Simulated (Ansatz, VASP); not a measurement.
Hg in VASP and in Ansatz

```
Hg
1.0
     3.23290    0.00000    0.00000
    -1.61645    2.79977    0.00000
     0.00000    0.00000    4.69140
Hg
2
Direct
  0.66667 0.33333 0.75000
  0.33333 0.66667 0.25000
```

Alike in both runs: task single point; functional PBEsol; dispersion D3(BJ); k mesh 18 × 18 × 10; occupations gaussian, width 0.15 eV; no spin polarisation.

```csv
,VASP,Ansatz
version,VASP 6.6.1,Ansatz 0.2.0
potentials or method,"VASP PAW PBE potentials, release 64 (Hg), cutoff 520 eV","scalar-relativistic, plane waves, PAW"
valence electrons in the cell,24,40
```

VASP gave:

| Property | Result |
| --- | --- |
| gap on the k mesh at the Fermi level (eV) | none |
| pressure (GPa) | 2.7 |
| traceless stress, the component that is largest in VASP (GPa) | -0.16 |

**Question.** Which values does Ansatz return?

**Answer.** gap on the k mesh at the Fermi level (eV): none; pressure (GPa): 2.0; traceless stress, the component that is largest in VASP (GPa): -0.36.

VASP's potentials were made for PBE, not for PBEsol. A gap of «none» marks a metal or a gap that the smearing closes. VASP's potentials hold 24 valence electrons a cell and Ansatz's 40, so a difference there can come from the potentials and not from the codes.

Neither program's run includes spin-orbit coupling.
